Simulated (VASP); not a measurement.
# F (Fm-3m) in VASP: further runs

The runs below take F through single point, with PBEsol.

Everything below comes from runs of VASP 6.6.1. Logs are shortened: lines on timing, memory, paths and dates and some standing lists are left out, and cuts for length are marked.

## Step 1: The cell of the first run

The structure is cubic, space group Fm-3m (No. 225). Conventional cell: a = 3.238 Å, b = 3.238 Å, c = 3.238 Å, α = 90.00°, β = 90.00°, γ = 90.00°. Within 3.0 Å of F (site symmetry m-3m) lie 12 F at 2.29 Å.

## Step 2: Single point, PBEsol

INCAR

```
PREC = Accurate
ENCUT = 520
EDIFF = 1E-6
ISMEAR = -1
SIGMA = 0.08
LREAL = False
LASPH = True
NELM = 80
ALGO = Normal
ISIF = 2
LWAVE = False
LCHARG = True
GGA = PS
LELF = True
LVHAR = True
NBANDS = 10
```

KPOINTS

```
Automatic mesh
0
Gamma
  19 19 19
```

POSCAR

```
F
1.0
    0.0000000000      1.6191723469      1.6191723469
    1.6191723469      0.0000000000      1.6191723469
    1.6191723469      1.6191723469      0.0000000000
F
1
Direct
    0.0000000000      0.0000000000      0.0000000000
```

Potentials or basis: VASP PAW PBE potentials, release 64 (F).

Launch:

```
cat potpaw_PBE.64/F/POTCAR > POTCAR
mpirun -np 1 vasp_std > vasp.out
```

OUTCAR:

```text
PREC = Accurate
   ENCUT = 520
   EDIFF = 1E-6
   ISMEAR = -1
   LREAL = False
   LASPH = True
   NELM = 80
   ISIF = 2
   GGA = PS

 ion  position               nearest neighbor table
   1  0.000  0.000  0.000-

  LATTYP: Found a face centered cubic cell.
 ALAT       =     3.2383446938

  Lattice vectors:

 A1 = (   0.0000000000,   1.6191723469,   1.6191723469)
 A2 = (   1.6191723469,   0.0000000000,   1.6191723469)
 A3 = (   1.6191723469,   1.6191723469,   0.0000000000)

Analysis of symmetry for initial positions (statically):
=====================================================================
 Subroutine PRICEL returns:
 Original cell was already a primitive cell.

 Routine SETGRP: Setting up the symmetry group for a
 face centered cubic supercell.

 Subroutine GETGRP returns: Found 48 space group operations
 (whereof 48 operations were pure point group operations)
 out of a pool of 48 trial point group operations.

The static configuration has the point symmetry O_h .

Analysis of symmetry for dynamics (positions and initial velocities):
=====================================================================
 Subroutine PRICEL returns:
 Original cell was already a primitive cell.

 Routine SETGRP: Setting up the symmetry group for a
 face centered cubic supercell.

 Subroutine GETGRP returns: Found 48 space group operations
 (whereof 48 operations were pure point group operations)
 out of a pool of 48 trial point group operations.

The dynamic configuration has the point symmetry O_h .

 Subroutine INISYM returns: Found 48 space group operations
 (whereof 48 operations are pure point group operations),
 and found     1 'primitive' translations

----------------------------------------------------------------------------------------

                                     Primitive cell

  volume of cell :       8.4900

  direct lattice vectors                    reciprocal lattice vectors
     0.000000000  1.619172347  1.619172347    -0.308799740  0.308799740  0.308799740
     1.619172347  0.000000000  1.619172347     0.308799740 -0.308799740  0.308799740
     1.619172347  1.619172347  0.000000000     0.308799740  0.308799740 -0.308799740

  length of vectors
     2.289855493  2.289855493  2.289855493     0.534856839  0.534856839  0.534856839

  position of ions in fractional coordinates (direct lattice)
     0.000000000  0.000000000  0.000000000

  ion indices of the primitive-cell ions
   primitive index   ion index
                 1           1

----------------------------------------------------------------------------------------

 KPOINTS: Automatic mesh

Automatic generation of k-mesh.
 Grid dimensions read from file:
 generate k-points for:   19   19   19

 Generating k-lattice:

  Cartesian coordinates                     Fractional coordinates (reciprocal lattice)
    -0.016252618  0.016252618  0.016252618     0.052631579  0.000000000  0.000000000
     0.016252618 -0.016252618  0.016252618     0.000000000  0.052631579  0.000000000
     0.016252618  0.016252618 -0.016252618     0.000000000  0.000000000  0.052631579

  Length of vectors
     0.028150360  0.028150360  0.028150360

  Shift w.r.t. Gamma in fractional coordinates (k-lattice)
     0.000000000  0.000000000  0.000000000

 Subroutine IBZKPT returns following result:
 ===========================================

 Found    220 irreducible k-points:

 Following reciprocal coordinates:
            Coordinates               Weight
  0.000000  0.000000  0.000000      1.000000
  0.052632  0.000000  0.000000      8.000000
  0.105263  0.000000  0.000000      8.000000
  0.157895  0.000000  0.000000      8.000000
  0.210526  0.000000  0.000000      8.000000
  0.263158  0.000000  0.000000      8.000000
[... 16 lines left out ...]
 -0.315789  0.052632  0.000000     24.000000
 -0.263158  0.052632  0.000000     24.000000
 [... further k-points ...]
   k-points           NKPTS =    220   k-points in BZ     NKDIM =    220   number of bands    NBANDS=     10
   number of dos      NEDOS =    301   number of ions     NIONS =      1
   total plane-waves  NPLWV =   5832
   dimension x,y,z NGX =    18 NGY =   18 NGZ =   18
   dimension x,y,z NGXF=    36 NGYF=   36 NGZF=   36
   ions per type =               1
   NGX,Y,Z   is equivalent  to a cutoff of  13.07, 13.07, 13.07 a.u.
   NGXF,Y,Z  is equivalent  to a cutoff of  26.14, 26.14, 26.14 a.u.
 SYSTEM =  unknown system
   PREC   = accura    normal or accurate (medium, high low for compatibility)
   ISTART =      0    job   : 0-new  1-cont  2-samecut
   ICHARG =      2    charge: 1-file 2-atom 10-const
   ISPIN  =      1    spin polarized calculation?
   LNONCOLLINEAR =      F non collinear calculations
   LSORBIT =      F    spin-orbit coupling
   LASPH  =      T    aspherical Exc in radial PAW
   ENCUT  =  520.0 eV  38.22 Ry    6.18 a.u.   4.26  4.26  4.26*2*pi/ulx,y,z
   NELM   =     80;   NELMIN=  2; NELMDL= -5     # of ELM steps
   EDIFF  = 0.1E-05   stopping-criterion for ELM
   LREAL  =      F    real-space projection
   EDIFFG = 0.1E-04   stopping-criterion for IOM
   NSW    =      0    number of steps for IOM
   IBRION =     -1    ionic relax: 0-MD 1-quasi-New 2-CG
   NFREE  =      0    steps in history (QN), initial steepest desc. (CG)
   ISIF   =      2    stress and relaxation
   ISYM   =      2    0-nonsym 1-usesym 2-fastsym
   POTIM  = 0.5000    time-step for ionic-motion
   TEBEG  =    0.0;   TEEND  =   0.0 temperature during run
   PSTRESS=    0.0 pullay stress
   NELECT =       7.0000    total number of electrons
   NUPDOWN=      -1.0000    fix difference up-down
   EMIN   =  10.00;   EMAX   =-10.00  energy-range for DOS
   EFERMI =   0.00;   METHOD = LEGACY
   ISMEAR =    -1;   SIGMA  =   0.08  broadening in eV -4-tet -1-fermi 0-gaus
   EFERMI_NEDOS =   21; number of points for ismear=-14 and -15
   IALGO  =     38    algorithm
   IMIX   =      4    mixing-type and parameters
     AMIX     =   0.40;   BMIX     =  1.00
     AMIX_MAG =   1.60;   BMIX_MAG =  1.00
  volume/ion in A,a.u.               =       8.49        57.29
  Fermi-wavevector in a.u.,A,eV,Ry     =   1.535104  2.900926 32.062726  2.356544
  Thomas-Fermi vector in A             =   2.641939
   LORBIT       =      0    0 simple, 1 ext, 2 COOP (PROOUT), +10 PAW based schemes
   GGA     = PS    functional components
   LHFCALC =     F    Hartree Fock is set to
   AEXX    =    0.0000 exact exchange contribution
   IVDW    =     0    specifies the selected vdW correction
   LEPSILON=     F    determine dielectric tensor
   LRPA    =     F    only Hartree local field effects (RPA)
 non-spin polarized calculation
  energy-cutoff  :      520.00
  volume of cell :        8.49
 maximum number of plane-waves:       259
 NGX is ok and might be reduce to    18

 number of electron       6.9999992 magnetization

 Free energy of the ion-electron system (eV)
  ---------------------------------------------------
  ext. energy  EPLUGINS =         0.00000000
  ---------------------------------------------------
  free energy    TOTEN  =        -0.93398580 eV

  energy without entropy =       -0.89115139  energy(sigma->0) =       -0.91256860

 E-fermi :  -1.8501     XC(G=0): -11.6385

 val. band max:       -1.8533075521   @ k =  -0.4211   0.1579   0.0526
 cond. band min:      -1.8482356522   @ k =  -0.4211   0.1579   0.0000
 fundamental gap:      0.0050718999
 Fermi energy:        -1.8501444186

 k-point     1 :       0.0000    0.0000    0.0000
  band No.  band energies     occupation
      1     -24.6427      2.00000
      2      -1.1363      0.00027
      3      -1.1363      0.00027
      4      -1.1363      0.00027
      5      13.3595      0.00000
      6      35.3018      0.00000
      7      35.3018      0.00000
      8      35.3018      0.00000
      9      39.5076      0.00000
     10      46.8558      0.00000

 k-point     2 :       0.0526    0.0000    0.0000
  band No.  band energies     occupation
      1     -24.5887      2.00000
      2      -1.3145      0.00247
      3      -1.1515      0.00032
      4      -1.1515      0.00032
      5      13.5328      0.00000
      6      34.0540      0.00000
      7      35.3708      0.00000
      8      35.3708      0.00000
      9      40.7794      0.00000
     10      44.8934      0.00000

 k-point     3 :       0.1053    0.0000    0.0000
  band No.  band energies     occupation
      1     -24.4305      2.00000
      2      -1.8174      0.79829
      3      -1.1953      0.00056
      4      -1.1953      0.00056
      5      14.0216      0.00000
      6      31.9431      0.00000
      7      35.5246      0.00000
      8      35.5246      0.00000
      9      42.1749      0.00000
     10      43.2804      0.00000

 k-point     4 :       0.1579    0.0000    0.0000
  band No.  band energies     occupation
      1     -24.1795      2.00000
      2      -2.5653      1.99974
      3      -1.2624      0.00129
      4      -1.2624      0.00129
      5      14.7444      0.00000
      6      29.8634      0.00000
      7      35.5905      0.00000
      8      35.5905      0.00000
      9      41.4875      0.00000
     10      42.2852      0.00000
[... 222 lines left out ...]
 k-point    22 :      -0.3684    0.0526    0.0000
  band No.  band energies     occupation
      1     -22.5640      2.00000
      2      -6.2867      2.00000
      3      -1.7809      0.59218
      4      -1.5771      0.06381
      5      18.7751      0.00000
      6      23.2779      0.00000
      7      32.2701      0.00000
      8      33.5792      0.00000
      9      39.4321      0.00000
     10      45.0889      0.00000

 k-point    23 :      -0.3158    0.0526    0.0000
  band No.  band energies     occupation
      1     -22.9094      2.00000
      2      -5.5733      2.00000
      3      -1.7275      0.35526
      4      -1.4927      0.02268
      5      17.8933      0.00000
      6      24.4477      0.00000
      7      32.7061      0.00000
      8      34.1688      0.00000
      9      39.8323      0.00000
     10      43.2482      0.00000

 k-point    24 :      -0.2632    0.0526    0.0000
  band No.  band energies     occupation
      1     -23.2997      2.00000
      2      -4.7135      2.00000
      3      -1.6491      0.14984
      4      -1.4008      0.00725
      5      16.9659      0.00000
      6      25.8091      0.00000
      7      33.2777      0.00000
      8      34.9168      0.00000
      9      40.3987      0.00000
     10      41.6689      0.00000

 [... further k-points ...]

------------------------ aborting loop because EDIFF is reached ----------------------------------------

  FORCE on cell =-STRESS in cart. coord.  units (eV):
  Direction    XX          YY          ZZ          XY          YZ          ZX
  --------------------------------------------------------------------------------------
  -------------------------------------------------------------------------------------
  Total        0.3292511      0.3292511      0.3292511      0.0000000      0.0000000      0.0000000
  in kB       62.1338883     62.1338883     62.1338883      0.0000000      0.0000000      0.0000000
  external PRESSURE =      62.1338883 kB  Pullay stress =       0.0000000 kB

 VOLUME and BASIS-vectors are now :
 -----------------------------------------------------------------------------
  energy-cutoff  :      520.00
  volume of cell :        8.49
      direct lattice vectors                 reciprocal lattice vectors
     0.000000000  1.619172347  1.619172347    -0.308799740  0.308799740  0.308799740
     1.619172347  0.000000000  1.619172347     0.308799740 -0.308799740  0.308799740
     1.619172347  1.619172347  0.000000000     0.308799740  0.308799740 -0.308799740

 POSITION                                       TOTAL-FORCE (eV/Angst)
 -----------------------------------------------------------------------------------
      0.00000      0.00000      0.00000        -0.000000      0.000000     -0.000000
 -----------------------------------------------------------------------------------
    total drift:                                0.000000     -0.000000      0.000000

  FREE ENERGIE OF THE ION-ELECTRON SYSTEM (eV)
  ---------------------------------------------------
  free  energy   TOTEN  =        -0.9339858035 eV

  energy  without entropy=       -0.8911513892  energy(sigma->0) =       -0.91256860
```

It took 5.9 s on 1 thread of Intel Xeon 6975P-C (Granite Rapids), shared host; peak memory 0.12 GiB.

What came out:

| Property | Result |
| --- | --- |
| Free energy | -0.9340 eV |
| Pressure | 6.2 GPa |

Caveat: the PAW data sets were made with another functional, which shifts forces and pressure a little; an odd number of electrons without spin polarisation forces a metal; a magnetic or distorted state may lie lower.

## Step 3: Single point, PBEsol

INCAR

```
SYSTEM = F
ALGO = Normal ; EDIFF = 1E-6
ENCUT = 520 ; GGA = PS
ISIF = 2 ; ISMEAR = -5
LASPH = .TRUE. ; LCHARG = .FALSE.
LREAL = .FALSE. ; LWAVE = .FALSE.
NBANDS = 10 ; NELM = 100
PREC = Accurate ; SIGMA = 0.1
```

KPOINTS

```
k-points
0
G
  19 19 19
  0 0 0
```

POSCAR is that of step 2.

Potentials or basis: VASP PAW PBE potentials, release 64 (F).

Launch:

```
cat potpaw_PBE.64/F/POTCAR > POTCAR
mpirun -np 1 vasp_std > vasp.out
```

OUTCAR:

```text
SYSTEM = F
   EDIFF = 1E-6
   ENCUT = 520
   GGA = PS
   ISIF = 2
   ISMEAR = -5
   LASPH = .TRUE.
   LREAL = .FALSE.
   NELM = 100
   PREC = Accurate

 ion  position               nearest neighbor table
   1  0.000  0.000  0.000-

  LATTYP: Found a face centered cubic cell.
 ALAT       =     3.2383446938

  Lattice vectors:

 A1 = (   0.0000000000,   1.6191723469,   1.6191723469)
 A2 = (   1.6191723469,   0.0000000000,   1.6191723469)
 A3 = (   1.6191723469,   1.6191723469,   0.0000000000)

Analysis of symmetry for initial positions (statically):
=====================================================================
 Subroutine PRICEL returns:
 Original cell was already a primitive cell.

 Routine SETGRP: Setting up the symmetry group for a
 face centered cubic supercell.

 Subroutine GETGRP returns: Found 48 space group operations
 (whereof 48 operations were pure point group operations)
 out of a pool of 48 trial point group operations.

The static configuration has the point symmetry O_h .

Analysis of symmetry for dynamics (positions and initial velocities):
=====================================================================
 Subroutine PRICEL returns:
[... 159 lines left out ...]

 val. band max:       -1.8076921419   @ k =   0.3684   0.1053   0.0000
 cond. band min:      -1.8925579450   @ k =   0.3158   0.1579   0.0000
 fundamental gap:     -0.0848658031
 Fermi energy:        -1.8626735738

 k-point     1 :       0.0000    0.0000    0.0000
  band No.  band energies     occupation
      1     -24.6476      2.00000
      2      -1.1428      0.00000
      3      -1.1428      0.00000
      4      -1.1428      0.00000
      5      13.3568      0.00000
      6      35.3004      0.00000
      7      35.3004      0.00000
      8      35.3004      0.00000
      9      39.5070      0.00000
     10      46.8543      0.00000
[... 287 lines left out ...]
 k-point    24 :      -0.2632    0.0526    0.0000
  band No.  band energies     occupation
      1     -23.3050      2.00000
      2      -4.7187      2.00000
      3      -1.6553     -0.11536
      4      -1.4072      0.00000
      5      16.9627      0.00000
      6      25.8072      0.00000
      7      33.2764      0.00000
      8      34.9156      0.00000
      9      40.3980      0.00000
     10      41.6675      0.00000

 [... further k-points ...]
[... 5 lines left out ...]
  --------------------------------------------------------------------------------------
  -------------------------------------------------------------------------------------
  Total        0.2957005      0.2957005      0.2957005     -0.0000000     -0.0000000     -0.0000000
  in kB       55.8024753     55.8024753     55.8024753     -0.0000000     -0.0000000     -0.0000000
  external PRESSURE =      55.8024753 kB  Pullay stress =       0.0000000 kB

 VOLUME and BASIS-vectors are now :
 -----------------------------------------------------------------------------
  energy-cutoff  :      520.00
  volume of cell :        8.49
      direct lattice vectors                 reciprocal lattice vectors
     0.000000000  1.619172347  1.619172347    -0.308799740  0.308799740  0.308799740
     1.619172347  0.000000000  1.619172347     0.308799740 -0.308799740  0.308799740
     1.619172347  1.619172347  0.000000000     0.308799740  0.308799740 -0.308799740

 POSITION                                       TOTAL-FORCE (eV/Angst)
 -----------------------------------------------------------------------------------
      0.00000      0.00000      0.00000        -0.000000     -0.000000     -0.000000
 -----------------------------------------------------------------------------------
    total drift:                                0.000000     -0.000000      0.000000

  FREE ENERGIE OF THE ION-ELECTRON SYSTEM (eV)
  ---------------------------------------------------
  free  energy   TOTEN  =        -0.9120774642 eV

  energy  without entropy=       -0.9120774642  energy(sigma->0) =       -0.91207746
```

OSZICAR:

```text
N       E                     dE             d eps       ncg     rms          rms(c)
DAV:   1     0.140987631426E+02    0.14099E+02   -0.38532E+03  4778   0.625E+02
DAV:   2    -0.788160482850E+00   -0.14887E+02   -0.14534E+02  5116   0.122E+02
DAV:   3    -0.913255234260E+00   -0.12509E+00   -0.12463E+00  5086   0.908E+00
DAV:   4    -0.913342516685E+00   -0.87282E-04   -0.87260E-04  4800   0.319E-01
DAV:   5    -0.913342619881E+00   -0.10320E-06   -0.10315E-06  5006   0.989E-03    0.312E-01
DAV:   6    -0.911990361242E+00    0.13523E-02   -0.46321E-03  4858   0.517E-01    0.105E-01
DAV:   7    -0.912025639375E+00   -0.35278E-04   -0.50182E-04  4958   0.174E-01    0.432E-02
DAV:   8    -0.912077794844E+00   -0.52155E-04   -0.17045E-05  4866   0.409E-02    0.194E-03
DAV:   9    -0.912077464222E+00    0.33062E-06   -0.50643E-08  3600   0.217E-03
   1 F= -.91207746E+00 E0= -.91207746E+00  d E =0.000000E+00
```

Wall time 11 s (1 thread of Intel Xeon Platinum 8259CL at 2.50GHz (Skylake/Cascade Lake), shared host); peak memory 0.13 GiB.

Results:

* Free energy: -0.9121 eV
* Pressure: 5.6 GPa

Caveat: the PAW data sets were made with another functional, which shifts forces and pressure a little; an odd number of electrons without spin polarisation forces a metal; a magnetic or distorted state may lie lower; tetrahedron occupations give inexact forces and stress in metals.

## Step 4: Single point, PBEsol

This run uses another cell than the first one, of 9.23 Å³/atom, 1.087 times its volume.

INCAR

```
SYSTEM = F
  PREC = Accurate
  ENCUT = 520
  EDIFF = 1E-6
  ISMEAR = -1
  SIGMA = 0.08
  LREAL = .FALSE.
  LASPH = .TRUE.
  NELM = 100
  ALGO = Normal
  ISIF = 2
  LWAVE = .FALSE.
  LCHARG = .FALSE.
  GGA = PS
  NBANDS = 10
```

KPOINTS

```
Automatic mesh
0
G
  19 19 19
  0 0 0
```

POSCAR

```
F
1.0
    0.0000000000      1.6648066513      1.6648066513
    1.6648066513      0.0000000000      1.6648066513
    1.6648066513      1.6648066513      0.0000000000
F
1
Direct
    0.0000000000      0.0000000000      0.0000000000
```

Launch:

```
cat potpaw_PBE.64/F/POTCAR > POTCAR
mpirun -np 1 vasp_std > vasp.out
```

It took 15 s on 1 thread of Intel Xeon Platinum 8259CL at 2.50GHz (Skylake/Cascade Lake), shared host; peak memory 0.12 GiB.

The run converged. Its results:

* Free energy: -0.9491 eV
* Pressure: -0.9 GPa

Levels at points of the mesh, in eV from the Fermi level:
| k point | band 1 | band 2 | band 3 | band 4 | band 5 | band 6 | band 7 | band 8 |
| --- | --- | --- | --- | --- | --- | --- | --- | --- |
| (0.00, 0.00, 0.00) | -22.16 | 0.63 | 0.63 | 0.63 | 14.34 | 36.10 | 36.10 | 36.10 |

Caveat: the PAW data sets were made with another functional, which shifts forces and pressure a little; an odd number of electrons without spin polarisation forces a metal; a magnetic or distorted state may lie lower.

## Step 5: The runs side by side

```csv
cell,smearing,gap on the mesh (eV),pressure (GPa)
"a = 2.290 Å, angles 60.0°, 1 atom",fermi-dirac 0.08 eV,none,6.2
"a = 2.290 Å, angles 60.0°, 1 atom",tetrahedron,none,5.6
"a = 2.354 Å, angles 60.0°, 1 atom",fermi-dirac 0.08 eV,none,-0.9
```

Alike in all rows: task single point; level PBEsol; potentials or basis VASP PAW PBE potentials, release 64 (F); no spin polarisation; k mesh 19 × 19 × 19; cutoff (eV) 520.

Caveats: the PAW data sets were made with another functional, which shifts forces and pressure a little; an odd number of electrons without spin polarisation forces a metal; a magnetic or distorted state may lie lower; tetrahedron occupations give inexact forces and stress in metals (some runs).

Total energies depend on the potentials used, so only differences within one code and one set of settings carry meaning.
